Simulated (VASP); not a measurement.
# MnIrS3 (Pm-3m) in VASP: single point with PBE

Aim: the single point of MnIrS3 with PBE.

Everything below comes from runs of VASP 6.6.1. Logs are shortened: lines on timing, memory, paths and dates and some standing lists are left out, and cuts for length are marked.

**1. The cell of the first run**

Symmetry: Pm-3m, No. 221, cubic system. The conventional cell has a = 4.589 Å, b = 4.589 Å, c = 4.589 Å, α = 90.00°, β = 90.00°, γ = 90.00°. Within 4.3 Å of Mn (site symmetry m-3m) lie 12 S at 3.24 Å and 8 Ir at 3.97 Å. Within 3.0 Å of Ir (site symmetry m-3m) lie 6 S at 2.29 Å. Within 3.0 Å of S (site symmetry 4/mmm) lie 2 Ir at 2.29 Å.

The cell was built from a structure type or drawn by symmetry, and may not be a known phase.

**2. Single point, PBE, collinear spin, ferromagnetic start**

The input, INCAR:

```
SYSTEM = MnIrS3
PREC     = Accurate       ! precision mode
ENCUT    = 520            ! plane-wave cutoff, eV
EDIFF    = 1E-6           ! SCF threshold, eV
ISMEAR   = 0              ! smearing method
SIGMA    = 0.1            ! smearing width, eV
LREAL    = .False.        ! projectors in reciprocal space
LASPH    = .True.         ! aspherical terms in the spheres
NELM     = 150            ! most SCF steps
ALGO     = Normal         ! electronic algorithm
ISIF     = 2              ! what is computed and relaxed
LWAVE    = .False.        ! write WAVECAR
LCHARG   = .True.         ! write CHGCAR
ISPIN    = 2              ! spin polarisation
MAGMOM   = 4 1 0 0 0      ! initial moments
LORBIT   = 11             ! projections on sites
LMAXMIX  = 4              ! l up to which the mixer works
GGA      = PE             ! functional
LELF     = .True.         ! ELF
LVHAR    = .True.       
NBANDS   = 32             ! bands
```

The input, KPOINTS:

```
regular mesh
0
Gamma
  4 4 4
  0 0 0
```

The input, POSCAR:

```
MnIrS3
1.0
    4.5886983500      0.0000000000      0.0000000000
    0.0000000000      4.5886983500      0.0000000000
    0.0000000000      0.0000000000      4.5886983500
Mn Ir S
1 1 3
Direct
    0.0000000000      0.0000000000      0.0000000000
    0.5000000000      0.5000000000      0.5000000000
    0.5000000000      0.5000000000      0.0000000000
    0.5000000000      0.0000000000      0.5000000000
    0.0000000000      0.5000000000      0.5000000000
```

Potentials or basis: VASP PAW PBE potentials, release 64 (Mn_pv, Ir, S).

On the command line:

```console
$ cat potpaw_PBE.64/Mn_pv/POTCAR potpaw_PBE.64/Ir/POTCAR potpaw_PBE.64/S/POTCAR > POTCAR
$ mpirun -np 1 vasp_std > vasp.out
```

OUTCAR:

```text
SYSTEM = MnIrS3
   PREC = Accurate
   ENCUT = 520
   EDIFF = 1E-6
   ISMEAR = 0
   LREAL = .False.
   LASPH = .True.
   NELM = 150
   ISIF = 2
   ISPIN = 2
   LORBIT = 11
   GGA = PE

 ion  position               nearest neighbor table
   1  0.000  0.000  0.000-
   2  0.500  0.500  0.500-   3 2.29   4 2.29   5 2.29   3 2.29   4 2.29   5 2.29
   3  0.500  0.500  0.000-   2 2.29   2 2.29
   4  0.500  0.000  0.500-   2 2.29   2 2.29
   5  0.000  0.500  0.500-   2 2.29   2 2.29

  LATTYP: Found a simple cubic cell.
 ALAT       =     4.5886983500

  Lattice vectors:

 A1 = (   4.5886983500,   0.0000000000,   0.0000000000)
 A2 = (   0.0000000000,   4.5886983500,   0.0000000000)
 A3 = (   0.0000000000,   0.0000000000,   4.5886983500)

Analysis of symmetry for initial positions (statically):
=====================================================================
 Subroutine PRICEL returns:
 Original cell was already a primitive cell.

 Routine SETGRP: Setting up the symmetry group for a
 simple cubic supercell.

 Subroutine GETGRP returns: Found 48 space group operations
 (whereof 48 operations were pure point group operations)
 out of a pool of 48 trial point group operations.

The static configuration has the point symmetry O_h .

Analysis of symmetry for dynamics (positions and initial velocities):
=====================================================================
 Subroutine PRICEL returns:
 Original cell was already a primitive cell.

 Routine SETGRP: Setting up the symmetry group for a
 simple cubic supercell.

 Subroutine GETGRP returns: Found 48 space group operations
 (whereof 48 operations were pure point group operations)
 out of a pool of 48 trial point group operations.

The dynamic configuration has the point symmetry O_h .

Analysis of structural, dynamic, and magnetic symmetry:
=====================================================================
 Subroutine PRICEL returns:
 Original cell was already a primitive cell.

 Routine SETGRP: Setting up the symmetry group for a
 simple cubic supercell.

 Subroutine GETGRP returns: Found 48 space group operations
 (whereof 48 operations were pure point group operations)
 out of a pool of 48 trial point group operations.

The overall configuration has the point symmetry O_h .
[... 115 lines left out ...]
   GGA     = PE    functional components
   LHFCALC =     F    Hartree Fock is set to
   AEXX    =    0.0000 exact exchange contribution
   IVDW    =     0    specifies the selected vdW correction
   LEPSILON=     F    determine dielectric tensor
   LRPA    =     F    only Hartree local field effects (RPA)
 spin polarized calculation
 Gauss-broadening in eV      SIGMA  =   0.10
  energy-cutoff  :      520.00
  volume of cell :       96.62
 maximum number of plane-waves:      2624
 NGX is ok and might be reduce to    36
   NGX = 17   NGY = 17   NGZ = 17

 number of electron      40.0000005 magnetization       3.4234139

 Free energy of the ion-electron system (eV)
  ---------------------------------------------------
  ext. energy  EPLUGINS =         0.00000000
  ---------------------------------------------------
  free energy    TOTEN  =       -27.22649822 eV

  energy without entropy =      -27.18985853  energy(sigma->0) =      -27.20817837

 E-fermi :   5.4164     XC(G=0): -10.3591

 val. band max:        5.4057256730   @ k =   0.5000   0.2500   0.2500
 cond. band min:       5.4229014498   @ k =   0.5000   0.5000   0.5000
 fundamental gap:      0.0171757768
 Fermi energy:         5.4163892405

 spin component 1

 k-point     1 :       0.0000    0.0000    0.0000
  band No.  band energies     occupation
      1     -45.4624      1.00000
      2     -45.4624      1.00000
      3     -45.4624      1.00000
      4      -9.0876      1.00000
      5      -7.1117      1.00000
      6      -7.1117      1.00000
[... 339 lines left out ...]
     31      13.5613      0.00000
     32      13.5613      0.00000
 Fermi energy:         5.4163892405

 spin component 2

 k-point     1 :       0.0000    0.0000    0.0000
  band No.  band energies     occupation
      1     -40.7607      1.00000
      2     -40.7607      1.00000
      3     -40.7607      1.00000
      4      -9.2718      1.00000
      5      -7.3431      1.00000
      6      -7.3431      1.00000
[... 339 lines left out ...]
     31      14.4793      0.00000
     32      14.4793      0.00000

------------------------ aborting loop because EDIFF is reached ----------------------------------------

  FORCE on cell =-STRESS in cart. coord.  units (eV):
  Direction    XX          YY          ZZ          XY          YZ          ZX
  --------------------------------------------------------------------------------------
  -------------------------------------------------------------------------------------
  Total        3.4149868      3.4149868      3.4149868     -0.0000000     -0.0000000     -0.0000000
  in kB       56.6279812     56.6279812     56.6279812     -0.0000000     -0.0000000     -0.0000000
  external PRESSURE =      56.6279812 kB  Pullay stress =       0.0000000 kB

 VOLUME and BASIS-vectors are now :
 -----------------------------------------------------------------------------
  energy-cutoff  :      520.00
  volume of cell :       96.62
      direct lattice vectors                 reciprocal lattice vectors
     4.588698350  0.000000000  0.000000000     0.217926724  0.000000000  0.000000000
     0.000000000  4.588698350  0.000000000     0.000000000  0.217926724  0.000000000
     0.000000000  0.000000000  4.588698350     0.000000000  0.000000000  0.217926724

 POSITION                                       TOTAL-FORCE (eV/Angst)
 -----------------------------------------------------------------------------------
      0.00000      0.00000      0.00000         0.000000      0.000000      0.000000
      2.29435      2.29435      2.29435         0.000000      0.000000      0.000000
      2.29435      2.29435      0.00000         0.000000      0.000000      0.000000
      2.29435      0.00000      2.29435         0.000000      0.000000      0.000000
      0.00000      2.29435      2.29435         0.000000      0.000000      0.000000
 -----------------------------------------------------------------------------------
    total drift:                                0.000000      0.000000      0.000000

  FREE ENERGIE OF THE ION-ELECTRON SYSTEM (eV)
  ---------------------------------------------------
  free  energy   TOTEN  =       -27.2264982182 eV

  energy  without entropy=      -27.1898585317  energy(sigma->0) =      -27.20817837

 total charge

# of ion       s       p       d       tot
------------------------------------------
    1        0.180   6.041   4.890  11.111
    2        0.639   0.738   7.211   8.588
    3        1.359   2.319   0.000   3.678
    4        1.359   2.319   0.000   3.678
    5        1.359   2.319   0.000   3.678
--------------------------------------------------
tot          4.896  13.735  12.101  30.733

 magnetization (x)

# of ion       s       p       d       tot
------------------------------------------
    1        0.072   0.012   4.337   4.421
    2       -0.033  -0.001  -0.584  -0.618
    3       -0.010  -0.140   0.000  -0.150
    4       -0.010  -0.140   0.000  -0.150
    5       -0.010  -0.140   0.000  -0.150
--------------------------------------------------
tot          0.008  -0.408   3.753   3.353
```

OSZICAR:

```text
N       E                     dE             d eps       ncg     rms          rms(c)
DAV:   1     0.342288835472E+03    0.34229E+03   -0.19095E+04  1368   0.118E+03
DAV:   2    -0.117229882162E+01   -0.34346E+03   -0.32021E+03  1320   0.324E+02
[... 16 lines left out ...]
DAV:  19    -0.272265477492E+02    0.48314E-04   -0.94765E-05  1600   0.773E-02    0.646E-02
DAV:  20    -0.272265227866E+02    0.24963E-04   -0.36237E-05  1632   0.403E-02    0.444E-02
DAV:  21    -0.272265069435E+02    0.15843E-04   -0.27955E-05  1536   0.284E-02    0.238E-02
DAV:  22    -0.272265009190E+02    0.60245E-05   -0.78093E-06  1280   0.165E-02    0.148E-02
DAV:  23    -0.272264985325E+02    0.23864E-05   -0.56430E-06  1136   0.122E-02    0.640E-03
DAV:  24    -0.272264982182E+02    0.31433E-06   -0.15929E-06   880   0.580E-03
   1 F= -.27226498E+02 E0= -.27208178E+02  d E =-.366397E-01  mag=     3.4249
```

stdout:

```text
POSCAR found type information on POSCAR MnIrS
 POSCAR found :  3 types and       5 ions
 scaLAPACK will be used
 LDA part: xc-table for (Slater+PW92), standard interpolation
 POSCAR, INCAR and KPOINTS ok, starting setup
 FFT: planning ... GRIDC
 FFT: planning ... GRID_SOFT
 FFT: planning ... GRID
 WAVECAR not read
 entering main loop
```

Wall time 2.3 min (1 thread of Intel Xeon 8259CL, shared host); peak memory 0.27 GiB.

Results:

- Free energy: -27.2265 eV
- Pressure: 5.7 GPa
- Net moment: 3.42 μB per cell
- Site moments: Mn +4.42; Ir -0.62; S -0.15 μB
- Valence electrons inside the program's atomic spheres: Mn 11.11; Ir 8.59; S 3.68

Levels at points of the mesh, in eV from the Fermi level:
Spin up:
```csv
k point,band 18,band 19,band 20,band 21,band 22,band 23,band 24,band 25
"(0.00, 0.00, 0.00)",-1.26,-1.26,-1.26,-0.76,-0.76,-0.76,-0.70,-0.70
"(0.50, 0.00, 0.00)",-2.81,-1.28,-0.78,-0.58,-0.58,0.48,0.48,0.95
"(0.50, 0.50, 0.00)",-2.56,-2.56,-0.63,0.14,0.47,0.77,0.77,2.75
"(0.50, 0.50, 0.50)",-0.73,0.01,0.01,0.01,0.40,0.40,0.40,6.75
```
Spin down:
| k point | band 14 | band 15 | band 16 | band 17 | band 18 | band 19 | band 20 | band 21 | band 22 | band 23 |
| --- | --- | --- | --- | --- | --- | --- | --- | --- | --- | --- |
| (0.00, 0.00, 0.00) | -1.57 | -1.57 | -1.30 | -1.30 | -0.85 | -0.85 | -0.85 | 0.26 | 0.94 | 0.94 |
| (0.50, 0.00, 0.00) | -2.47 | -1.20 | -1.19 | -1.19 | 0.13 | 0.13 | 0.71 | 0.98 | 1.14 | 1.54 |
| (0.50, 0.50, 0.00) | -2.73 | -0.70 | -0.32 | -0.18 | -0.12 | -0.12 | 1.15 | 1.21 | 1.52 | 1.74 |
| (0.50, 0.50, 0.50) | -0.30 | -0.30 | 0.06 | 0.06 | 0.06 | 0.55 | 1.09 | 1.09 | 1.09 | 1.21 |

Caveat: the cell stands under pressure; spin-orbit coupling is left out, which moves the levels of the heavy elements; a cell with one magnetic atom can't hold antiferromagnetic order, which such compounds often take; semilocal functionals often make such compounds metallic where correlation or magnetic order opens a gap, which also shifts bond lengths. With open d or f shells a metallic result of PBE can be an artefact of self-interaction; +U or a hybrid may open a gap.
